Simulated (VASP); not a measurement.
# Cs (P6_3/mmc) in VASP: single point with PBEsol+D3(BJ)

Aim: the single point of Cs with PBEsol+D3(BJ).

Everything below comes from runs of VASP 6.6.1. Logs are shortened: lines on timing, memory, paths and dates and some standing lists are left out, and cuts for length are marked.

**1. The cell of the first run**

The structure is hexagonal, space group P6_3/mmc (No. 194). Conventional cell: a = 5.400 Å, b = 5.400 Å, c = 8.748 Å, α = 90.00°, β = 90.00°, γ = 120.00°.

This isn't the form of Cs at room conditions, which is bcc.

**2. Single point, PBEsol+D3(BJ)**

Input file INCAR:

```
ALGO = Normal
EDIFF = 1E-6
ENCUT = 520
GGA = PS
ISIF = 2
ISMEAR = -1
ISYM = 0
IVDW = 12
LASPH = True
LCHARG = True
LELF = True
LREAL = False
LVHAR = True
LWAVE = False
NBANDS = 16
NELM = 100
PREC = Accurate
SIGMA = 0.08
```

Input file KPOINTS:

```
k-points
0
Gamma
  8 8 5
```

Input file POSCAR:

```
Cs
1.0
    5.3998380542      0.0000000000      0.0000000000
   -2.6999190271      4.6763969313      0.0000000000
    0.0000000000      0.0000000000      8.7477376479
Cs
2
Direct
    0.3333333333      0.6666666667      0.2500000000
    0.6666666667      0.3333333333      0.7500000000
```

Potentials or basis: VASP PAW PBE potentials, release 64 (Cs_sv).

On the command line:

```sh
$ cat potpaw_PBE.64/Cs_sv/POTCAR > POTCAR
$ mpirun -np 1 vasp_std > vasp.out
```

OUTCAR:

```text
EDIFF = 1E-6
   ENCUT = 520
   GGA = PS
   ISIF = 2
   ISMEAR = -1
   ISYM = 0
   IVDW = 12
   LASPH = True
   LREAL = False
   NELM = 100
   PREC = Accurate
 IVDW          = 12

 ion  position               nearest neighbor table
   1  0.333  0.667  0.250-
   2  0.667  0.333  0.750-

IMPORTANT INFORMATION: All symmetrisations will be switched off!
NOSYMM: (Re-)initialisation of all symmetry stuff for point group C_1.

----------------------------------------------------------------------------------------

                                     Primitive cell

  volume of cell :     220.8960

  direct lattice vectors                    reciprocal lattice vectors
     5.399838054  0.000000000  0.000000000     0.185190739  0.106919923  0.000000000
    -2.699919027  4.676396931  0.000000000     0.000000000  0.213839846  0.000000000
     0.000000000  0.000000000  8.747737648     0.000000000  0.000000000  0.114315271

  length of vectors
     5.399838054  5.399838054  8.747737648     0.213839846  0.213839846  0.114315271

  position of ions in fractional coordinates (direct lattice)
     0.333333333  0.666666667  0.250000000
     0.666666667  0.333333333  0.750000000

  ion indices of the primitive-cell ions
   primitive index   ion index
                 1           1
                 2           2

----------------------------------------------------------------------------------------

 KPOINTS: k-points

Automatic generation of k-mesh.
 Grid dimensions read from file:
 generate k-points for:    8    8    5

 Generating k-lattice:

  Cartesian coordinates                     Fractional coordinates (reciprocal lattice)
     0.023148842  0.013364990  0.000000000     0.125000000  0.000000000  0.000000000
     0.000000000  0.026729981  0.000000000     0.000000000  0.125000000  0.000000000
     0.000000000  0.000000000  0.022863054     0.000000000  0.000000000  0.200000000

  Length of vectors
     0.026729981  0.026729981  0.022863054

  Shift w.r.t. Gamma in fractional coordinates (k-lattice)
     0.000000000  0.000000000  0.000000000

 Subroutine IBZKPT returns following result:
 ===========================================

[... 40 lines left out ...]
   ICHARG =      2    charge: 1-file 2-atom 10-const
   ISPIN  =      1    spin polarized calculation?
   LNONCOLLINEAR =      F non collinear calculations
   LSORBIT =      F    spin-orbit coupling
   LASPH  =      T    aspherical Exc in radial PAW
   ENCUT  =  520.0 eV  38.22 Ry    6.18 a.u.  10.04 10.04 16.26*2*pi/ulx,y,z
   NELM   =    100;   NELMIN=  2; NELMDL= -5     # of ELM steps
   EDIFF  = 0.1E-05   stopping-criterion for ELM
   LREAL  =      F    real-space projection
   EDIFFG = 0.1E-04   stopping-criterion for IOM
   NSW    =      0    number of steps for IOM
   IBRION =     -1    ionic relax: 0-MD 1-quasi-New 2-CG
   NFREE  =      0    steps in history (QN), initial steepest desc. (CG)
   ISIF   =      2    stress and relaxation
   ISYM   =      0    0-nonsym 1-usesym 2-fastsym
   POTIM  = 0.5000    time-step for ionic-motion
   TEBEG  =    0.0;   TEEND  =   0.0 temperature during run
   PSTRESS=    0.0 pullay stress
   NELECT =      18.0000    total number of electrons
   NUPDOWN=      -1.0000    fix difference up-down
   EMIN   =  10.00;   EMAX   =-10.00  energy-range for DOS
   EFERMI =   0.00;   METHOD = LEGACY
   ISMEAR =    -1;   SIGMA  =   0.08  broadening in eV -4-tet -1-fermi 0-gaus
   EFERMI_NEDOS =   21; number of points for ismear=-14 and -15
   IALGO  =     38    algorithm
   IMIX   =      4    mixing-type and parameters
     AMIX     =   0.40;   BMIX     =  1.00
     AMIX_MAG =   1.60;   BMIX_MAG =  1.00
  volume/ion in A,a.u.               =     110.45       745.34
  Fermi-wavevector in a.u.,A,eV,Ry     =   0.709746  1.341226  6.853793  0.503740
  Thomas-Fermi vector in A             =   1.796410
   LORBIT       =      0    0 simple, 1 ext, 2 COOP (PROOUT), +10 PAW based schemes
   GGA     = PS    functional components
   LHFCALC =     F    Hartree Fock is set to
   AEXX    =    0.0000 exact exchange contribution
   IVDW    =    12    specifies the selected vdW correction
   LEPSILON=     F    determine dielectric tensor
   LRPA    =     F    only Hartree local field effects (RPA)
 non-spin polarized calculation
  energy-cutoff  :      520.00
  volume of cell :      220.90
 maximum number of plane-waves:      5976
   NGX = 21   NGY = 21   NGZ = 33

 number of electron      18.0000000 magnetization

 Free energy of the ion-electron system (eV)
  ---------------------------------------------------
  ext. energy  EPLUGINS =         0.00000000
  ---------------------------------------------------
  free energy    TOTEN  =        -1.90961555 eV

  energy without entropy =       -1.85317472  energy(sigma->0) =       -1.88139514

 E-fermi :   0.4634     XC(G=0):  -5.5815

 val. band max:        0.4436424679   @ k =   0.5000   0.5000   0.0000
 cond. band min:       0.4736477262   @ k =   0.5000   0.0000   0.2000
 fundamental gap:      0.0300052583
 Fermi energy:         0.4634144977

 k-point     1 :       0.0000    0.0000    0.0000
  band No.  band energies     occupation
      1     -23.3426      2.00000
      2     -23.3349      2.00000
      3     -10.2161      2.00000
      4     -10.0804      2.00000
      5     -10.0804      2.00000
      6     -10.0581      2.00000
[... 433 lines left out ...]
      3     -10.1894      2.00000
      4     -10.1654      2.00000
      5     -10.1461      2.00000
      6     -10.1231      2.00000
[... 8 lines left out ...]
     15       2.6210      0.00000
     16       3.7657      0.00000

 [... further k-points ...]

------------------------ aborting loop because EDIFF is reached ----------------------------------------

 Edisp (eV)   -0.23515

 E8    (eV) :    -0.1879

  FORCE on cell =-STRESS in cart. coord.  units (eV):
  Direction    XX          YY          ZZ          XY          YZ          ZX
  --------------------------------------------------------------------------------------
  -------------------------------------------------------------------------------------
  Total      -0.27179    -0.27179    -0.28573    -0.00000     0.00000     0.00000
  in kB      -1.97132    -1.97135    -2.07242    -0.00002     0.00002     0.00001
  external pressure =       -2.01 kB  Pullay stress =        0.00 kB

 VOLUME and BASIS-vectors are now :
 -----------------------------------------------------------------------------
  energy-cutoff  :      520.00
  volume of cell :      220.90
      direct lattice vectors                 reciprocal lattice vectors
     5.399838054  0.000000000  0.000000000     0.185190739  0.106919923  0.000000000
    -2.699919027  4.676396931  0.000000000     0.000000000  0.213839846  0.000000000
     0.000000000  0.000000000  8.747737648     0.000000000  0.000000000  0.114315271

 POSITION                                       TOTAL-FORCE (eV/Angst)
 -----------------------------------------------------------------------------------
     -0.00000      3.11760      2.18693        -0.000001      0.000000     -0.000006
      2.69992      1.55880      6.56080         0.000001     -0.000000      0.000006
 -----------------------------------------------------------------------------------
    total drift:                               -0.000001     -0.000005     -0.000003

  FREE ENERGIE OF THE ION-ELECTRON SYSTEM (eV)
  ---------------------------------------------------
  free  energy   TOTEN  =        -2.1447661226 eV

  energy  without entropy=       -2.0883252949  energy(sigma->0) =       -2.11654571
```

OSZICAR:

```text
N       E                     dE             d eps       ncg     rms          rms(c)
DAV:   1     0.135458660804E+03    0.13546E+03   -0.60564E+03  5184   0.820E+02
DAV:   2     0.151265359954E+02   -0.12033E+03   -0.11539E+03  8176   0.151E+02
DAV:   3    -0.156436975890E+01   -0.16691E+02   -0.16627E+02  6536   0.611E+01
DAV:   4    -0.190677603498E+01   -0.34241E+00   -0.34233E+00  7016   0.102E+01
DAV:   5    -0.190930910400E+01   -0.25331E-02   -0.25330E-02  7000   0.890E-01    0.178E-01
DAV:   6    -0.190898205281E+01    0.32705E-03   -0.23367E-03  7176   0.230E-01    0.124E-01
DAV:   7    -0.190947072992E+01   -0.48868E-03   -0.43945E-03  6496   0.324E-01    0.452E-02
DAV:   8    -0.190961184413E+01   -0.14111E-03   -0.19692E-04  6696   0.713E-02    0.107E-02
DAV:   9    -0.190961582624E+01   -0.39821E-05   -0.16784E-05  7328   0.203E-02    0.417E-03
DAV:  10    -0.190961555134E+01    0.27490E-06   -0.11716E-06  5560   0.476E-03
   1 F= -.21447661E+01 E0= -.21165457E+01  d E =-.564408E-01
```

stdout:

```text
POSCAR found type information on POSCAR Cs
 POSCAR found :  1 types and       2 ions
 scaLAPACK will be used
 -----------------------------------------------------------------------------
|                                                                             |
|                                                                             |
|     You enforced a specific xc type in the INCAR file but a different       |
|     I HOPE YOU KNOW WHAT YOU ARE DOING!                                     |
|                                                                             |
 -----------------------------------------------------------------------------

 LDA part: xc-table for (Slater+PW92), standard interpolation
 POSCAR, INCAR and KPOINTS ok, starting setup
 FFT: planning ... GRIDC
 FFT: planning ... GRID_SOFT
 FFT: planning ... GRID
 WAVECAR not read
 entering main loop
```

Wall time 5.7 min (1 thread of Intel Xeon Platinum 8259CL at 2.50GHz (Skylake/Cascade Lake), shared host); peak memory 0.63 GiB.

Results:

| Quantity | Value |
| --- | --- |
| Free energy | -2.1448 eV |
| Pressure | -0.2 GPa |
| Band gap on the k mesh | zero (bands 9 and 10 overlap by 1.37 eV) |
| Dispersion energy per atom | -0.118 eV |

Caveat: three body term missing; the PAW data sets were made with another functional, which shifts forces and pressure a little; spin-orbit coupling is left out, which moves the levels of the heavy elements.

The gap in the log of VASP goes by the Fermi energy; the results here count the filled bands.